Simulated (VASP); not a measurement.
Input of a VASP 6.6.1 run:

The input INCAR:

```
SYSTEM = Cu
  PREC = Accurate
  ENCUT = 520
  EDIFF = 1E-7
  ISMEAR = -1
  SIGMA = 0.1
  LREAL = .False.
  LASPH = .True.
  NELM = 80
  ALGO = Normal
  ISIF = 2
  LWAVE = .False.
  LCHARG = .False.
  GGA = PE
  NBANDS = 12
```

Contents of KPOINTS:

```
Automatic mesh
0
Gamma
  16 16 16
  0 0 0
```

The input POSCAR:

```
Cu
1.0
    0.0000000000      1.7976480000      1.7976480000
    1.7976480000      0.0000000000      1.7976480000
    1.7976480000      1.7976480000      0.0000000000
Cu
1
Direct
    0.0000000000      0.0000000000      0.0000000000
```

Potentials or basis: VASP PAW PBE potentials, release 64 (Cu).

Launch:

```sh
$ cat potpaw_PBE.64/Cu/POTCAR > POTCAR
$ mpirun -np 1 vasp_std > vasp.out
```

**Question.** Estimate the pressure.

**Answer.** 4.9 GPa.
